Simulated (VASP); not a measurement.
# MgS (F-43m) in VASP: single point with r2SCAN

Aim: the single point of MgS with r2SCAN.

Program: VASP 6.6.1. These are calculated values, not measurements. Logs are shortened: lines on timing, memory, paths and dates and some standing lists are left out, and cuts for length are marked.

**1. The cell of the first run**

It takes space group F-43m (No. 216, cubic). Conventional cell: a = 5.666 Å, b = 5.666 Å, c = 5.666 Å, α = 90.00°, β = 90.00°, γ = 90.00°. Within 3.2 Å of Mg (site symmetry -43m) lie 4 S at 2.45 Å. S (site symmetry -43m) has 4 Mg at 2.45 Å within 3.2 Å.

**2. Single point, r2SCAN**

POSCAR reads:

```
MgS
1.0
    0.0000000000      5.6662400000      5.6662400000
    5.6662400000      0.0000000000      5.6662400000
    5.6662400000      5.6662400000      0.0000000000
Mg S
8 8
Direct
    0.0000000000      0.0000000000      0.0000000000
    0.0000000000      0.0000000000      0.5000000000
    0.0000000000      0.5000000000      0.0000000000
    0.0000000000      0.5000000000      0.5000000000
    0.5000000000      0.0000000000      0.0000000000
    0.5000000000      0.0000000000      0.5000000000
    0.5000000000      0.5000000000      0.0000000000
    0.5000000000      0.5000000000      0.5000000000
    0.3750000000      0.3750000000      0.3750000000
    0.3750000000      0.3750000000      0.8750000000
    0.3750000000      0.8750000000      0.3750000000
    0.3750000000      0.8750000000      0.8750000000
    0.8750000000      0.3750000000      0.3750000000
    0.8750000000      0.3750000000      0.8750000000
    0.8750000000      0.8750000000      0.3750000000
    0.8750000000      0.8750000000      0.8750000000
```

INCAR.step1 reads:

```
SYSTEM = MgS
  PREC = Accurate
  ENCUT = 660
  ISMEAR = 0
  SIGMA = 0.02
  LREAL = .FALSE.
  LASPH = .TRUE.
  NELM = 120
  NBANDS = 46
  GGA = PE
  ALGO = Normal
  EDIFF = 1E-5
  LWAVE = .TRUE.
  LCHARG = .FALSE.
  GGA_COMPAT = .FALSE.
```

INCAR.step2 reads:

```
SYSTEM = MgS
  PREC = Accurate
  ENCUT = 660
  EDIFF = 1E-6
  ISMEAR = 0
  SIGMA = 0.02
  LREAL = .FALSE.
  LASPH = .TRUE.
  NELM = 120
  ALGO = Normal
  ISIF = 2
  LWAVE = .FALSE.
  LCHARG = .FALSE.
  METAGGA = R2SCAN
  LMIXTAU = .TRUE.
  NBANDS = 46
  ISTART = 1
  GGA_COMPAT = .FALSE.
```

KPOINTS reads:

```
Automatic mesh
0
G
  1 1 1
  0 0 0
```

Potentials or basis: VASP PAW PBE potentials, release 64 (Mg, S).

On the command line:

```sh
$ cat potpaw_PBE.64/Mg/POTCAR potpaw_PBE.64/S/POTCAR > POTCAR
$ cp INCAR.step1 INCAR
$ mpirun -np 1 vasp_gam > vasp.out
$ cp INCAR.step2 INCAR
$ mpirun -np 1 vasp_gam > vasp.out
```

OUTCAR:

```text
SYSTEM = MgS
   PREC = Accurate
   ENCUT = 660
   EDIFF = 1E-6
   ISMEAR = 0
   LREAL = .FALSE.
   LASPH = .TRUE.
   NELM = 120
   ISIF = 2
   METAGGA = R2SCAN
   ISTART = 1

 ion  position               nearest neighbor table
   1  0.000  0.000  0.000-  12 2.45  14 2.45  15 2.45  16 2.45
   2  0.000  0.000  0.500-  11 2.45  13 2.45  16 2.45  15 2.45
   3  0.000  0.500  0.000-  10 2.45  13 2.45  16 2.45  14 2.45
   4  0.000  0.500  0.500-   9 2.45  14 2.45  15 2.45  13 2.45
   5  0.500  0.000  0.000-  10 2.45  11 2.45  16 2.45  12 2.45
   6  0.500  0.000  0.500-   9 2.45  12 2.45  15 2.45  11 2.45
[... 8 lines left out ...]
  15  0.875  0.875  0.375-   1 2.45   4 2.45   6 2.45   2 2.45
  16  0.875  0.875  0.875-   2 2.45   3 2.45   5 2.45   1 2.45

  LATTYP: Found a face centered cubic cell.
 ALAT       =    11.3324800000

  Lattice vectors:

 A1 = (   0.0000000000,   5.6662400000,   5.6662400000)
 A2 = (   5.6662400000,   0.0000000000,   5.6662400000)
 A3 = (   5.6662400000,   5.6662400000,   0.0000000000)

Analysis of symmetry for initial positions (statically):
=====================================================================
 Subroutine PRICEL returns following result:

  LATTYP: Found a face centered cubic cell.
 ALAT       =     5.6662400000

  Lattice vectors:

 A1 = (   0.0000000000,   2.8331200000,   2.8331200000)
 A2 = (   2.8331200000,   0.0000000000,   2.8331200000)
 A3 = (   2.8331200000,   2.8331200000,   0.0000000000)

   8 primitive cells build up your supercell.

 Routine SETGRP: Setting up the symmetry group for a
 face centered cubic supercell.

 Subroutine GETGRP returns: Found 24 space group operations
 (whereof 24 operations were pure point group operations)
 out of a pool of 48 trial point group operations.

The static configuration has the point symmetry T_d .

Analysis of symmetry for dynamics (positions and initial velocities):
=====================================================================
 Subroutine PRICEL returns following result:

  LATTYP: Found a face centered cubic cell.
 ALAT       =     5.6662400000

  Lattice vectors:

 A1 = (   0.0000000000,   2.8331200000,   2.8331200000)
 A2 = (   2.8331200000,   0.0000000000,   2.8331200000)
 A3 = (   2.8331200000,   2.8331200000,   0.0000000000)

   8 primitive cells build up your supercell.

 Routine SETGRP: Setting up the symmetry group for a
 face centered cubic supercell.

 Subroutine GETGRP returns: Found 24 space group operations
 (whereof 24 operations were pure point group operations)
 out of a pool of 48 trial point group operations.

The dynamic configuration has the point symmetry T_d .

 Subroutine INISYM returns: Found 24 space group operations
 (whereof 24 operations are pure point group operations),
 and found     8 'primitive' translations

----------------------------------------------------------------------------------------

                                     Primitive cell

  volume of cell :      45.4805

  direct lattice vectors                    reciprocal lattice vectors
     0.000000000  2.833120000  2.833120000    -0.176483876  0.176483876  0.176483876
     2.833120000  0.000000000  2.833120000     0.176483876 -0.176483876  0.176483876
     2.833120000  2.833120000  0.000000000     0.176483876  0.176483876 -0.176483876

  length of vectors
     4.006636728  4.006636728  4.006636728     0.305679041  0.305679041  0.305679041

  position of ions in fractional coordinates (direct lattice)
     0.000000000  0.000000000  0.000000000
     0.750000000  0.750000000  0.750000000

  ion indices of the primitive-cell ions
   primitive index   ion index
                 1           1
                 2          16

----------------------------------------------------------------------------------------

 KPOINTS: Automatic mesh

Automatic generation of k-mesh.
 Grid dimensions read from file:
 generate k-points for:    1    1    1

 Generating k-lattice:

  Cartesian coordinates                     Fractional coordinates (reciprocal lattice)
    -0.088241938  0.088241938  0.088241938     1.000000000  0.000000000  0.000000000
     0.088241938 -0.088241938  0.088241938     0.000000000  1.000000000  0.000000000
     0.088241938  0.088241938 -0.088241938     0.000000000  0.000000000  1.000000000

  Length of vectors
     0.152839520  0.152839520  0.152839520

  Shift w.r.t. Gamma in fractional coordinates (k-lattice)
     0.000000000  0.000000000  0.000000000

 Subroutine IBZKPT returns following result:
 ===========================================

 Found      1 irreducible k-points:

 Following reciprocal coordinates:
            Coordinates               Weight
  0.000000  0.000000  0.000000      1.000000
   k-points           NKPTS =      1   k-points in BZ     NKDIM =      1   number of bands    NBANDS=     46
   number of dos      NEDOS =    301   number of ions     NIONS =     16
   total plane-waves  NPLWV = 343000
   dimension x,y,z NGX =    70 NGY =   70 NGZ =   70
   dimension x,y,z NGXF=   140 NGYF=  140 NGZF=  140
   ions per type =               8   8
   NGX,Y,Z   is equivalent  to a cutoff of  14.52, 14.52, 14.52 a.u.
   NGXF,Y,Z  is equivalent  to a cutoff of  29.04, 29.04, 29.04 a.u.
 SYSTEM =  MgS
   PREC   = accura    normal or accurate (medium, high low for compatibility)
   ISTART =      1    job   : 0-new  1-cont  2-samecut
   ICHARG =      0    charge: 1-file 2-atom 10-const
   ISPIN  =      1    spin polarized calculation?
   LNONCOLLINEAR =      F non collinear calculations
   LSORBIT =      F    spin-orbit coupling
   LASPH  =      T    aspherical Exc in radial PAW
   ENCUT  =  660.0 eV  48.51 Ry    6.96 a.u.  16.79 16.79 16.79*2*pi/ulx,y,z
   NELM   =    120;   NELMIN=  2; NELMDL=  0     # of ELM steps
   EDIFF  = 0.1E-05   stopping-criterion for ELM
   LREAL  =      F    real-space projection
   EDIFFG = 0.1E-04   stopping-criterion for IOM
   NSW    =      0    number of steps for IOM
   IBRION =     -1    ionic relax: 0-MD 1-quasi-New 2-CG
   NFREE  =      0    steps in history (QN), initial steepest desc. (CG)
   ISIF   =      2    stress and relaxation
   ISYM   =      2    0-nonsym 1-usesym 2-fastsym
   POTIM  = 0.5000    time-step for ionic-motion
   TEBEG  =    0.0;   TEEND  =   0.0 temperature during run
   PSTRESS=    0.0 pullay stress
   NELECT =      64.0000    total number of electrons
   NUPDOWN=      -1.0000    fix difference up-down
   EMIN   =  10.00;   EMAX   =-10.00  energy-range for DOS
   EFERMI =   0.00;   METHOD = LEGACY
   ISMEAR =     0;   SIGMA  =   0.02  broadening in eV -4-tet -1-fermi 0-gaus
   EFERMI_NEDOS =   21; number of points for ismear=-14 and -15
   IALGO  =     38    algorithm
   IMIX   =      4    mixing-type and parameters
     AMIX     =   0.40;   BMIX     =  1.00
     AMIX_MAG =   1.60;   BMIX_MAG =  1.00
  volume/ion in A,a.u.               =      22.74       153.46
  Fermi-wavevector in a.u.,A,eV,Ry     =   0.917269  1.733386 11.447693  0.841382
  Thomas-Fermi vector in A             =   2.042218
   LORBIT       =      0    0 simple, 1 ext, 2 COOP (PROOUT), +10 PAW based schemes
   METAGGA = R2SCAN    functional components
   LHFCALC =     F    Hartree Fock is set to
   AEXX    =    0.0000 exact exchange contribution
   IVDW    =     0    specifies the selected vdW correction
   LEPSILON=     F    determine dielectric tensor
   LRPA    =     F    only Hartree local field effects (RPA)
 non-spin polarized calculation
 Gauss-broadening in eV      SIGMA  =   0.02
  energy-cutoff  :      660.00
  volume of cell :      363.84
 maximum number of plane-waves:      7034
 NGX is ok and might be reduce to    70
   NGX = 33   NGY = 33   NGZ = 33

 number of electron      63.9999995 magnetization

 Free energy of the ion-electron system (eV)
  ---------------------------------------------------
  ext. energy  EPLUGINS =         0.00000000
  ---------------------------------------------------
  free energy    TOTEN  =      -118.16292793 eV

  energy without entropy =     -118.16292793  energy(sigma->0) =     -118.16292793

 E-fermi :   1.1441     XC(G=0):  -8.6712

 val. band max:        1.0118355952   @ k =   0.0000   0.0000   0.0000
 cond. band min:       5.0058522829   @ k =   0.0000   0.0000   0.0000
 fundamental gap:      3.9940166877
 Fermi energy:         1.1441442152

 k-point     1 :       0.0000    0.0000    0.0000
  band No.  band energies     occupation
      1     -10.6938      2.00000
      2      -9.9780      2.00000
      3      -9.9780      2.00000
      4      -9.9780      2.00000
      5      -9.9780      2.00000
      6      -9.7456      2.00000
[... 36 lines left out ...]
     43       7.1009      0.00000
     44       9.0540      0.00000
 [bands above 44 left out]

------------------------ aborting loop because EDIFF is reached ----------------------------------------

  FORCE on cell =-STRESS in cart. coord.  units (eV):
  Direction    XX          YY          ZZ          XY          YZ          ZX
  --------------------------------------------------------------------------------------
  -------------------------------------------------------------------------------------
  Total        6.0217165      6.0217165      6.0217165     -0.0000000     -0.0000000      0.0000000
  in kB       26.5164876     26.5164876     26.5164876     -0.0000000     -0.0000000      0.0000000
  external PRESSURE =      26.5164876 kB  Pullay stress =       0.0000000 kB

 VOLUME and BASIS-vectors are now :
 -----------------------------------------------------------------------------
  energy-cutoff  :      660.00
  volume of cell :      363.84
      direct lattice vectors                 reciprocal lattice vectors
     0.000000000  5.666240000  5.666240000    -0.088241938  0.088241938  0.088241938
     5.666240000  0.000000000  5.666240000     0.088241938 -0.088241938  0.088241938
     5.666240000  5.666240000  0.000000000     0.088241938  0.088241938 -0.088241938

 POSITION                                       TOTAL-FORCE (eV/Angst)
 -----------------------------------------------------------------------------------
      0.00000      0.00000      0.00000         0.000000      0.000000      0.000000
      2.83312      2.83312      0.00000        -0.000000     -0.000000      0.000000
      2.83312      0.00000      2.83312         0.000000      0.000000      0.000000
      5.66624      2.83312      2.83312         0.000000     -0.000000      0.000000
      0.00000      2.83312      2.83312         0.000000      0.000000     -0.000000
      2.83312      5.66624      2.83312         0.000000     -0.000000     -0.000000
[... 8 lines left out ...]
      7.08280      7.08280      9.91592        -0.000000     -0.000000     -0.000000
      9.91592      9.91592      9.91592        -0.000000     -0.000000     -0.000000
 -----------------------------------------------------------------------------------
    total drift:                               -0.000001     -0.000001     -0.000001

  FREE ENERGIE OF THE ION-ELECTRON SYSTEM (eV)
  ---------------------------------------------------
  free  energy   TOTEN  =      -118.1629279307 eV

  energy  without entropy=     -118.1629279307  energy(sigma->0) =     -118.16292793
```

Wall time 9.7 min (1 thread of Intel Xeon 8259CL, shared host); peak memory 0.78 GiB.

Results:

```yaml
Free_energy: -118.1629 eV
Pressure: 2.7 GPa
```

Levels at points of the mesh, in eV from the Fermi level:
```tsv
k point	band 29	band 30	band 31	band 32	band 33	band 34	band 35	band 36
(0.00, 0.00, 0.00)	-0.47	-0.13	-0.13	-0.13	3.86	3.99	3.99	3.99
```

Caveat: the k points lie up to 0.96 Å⁻¹ apart; the PAW data sets were made with another functional, which shifts forces and pressure a little.
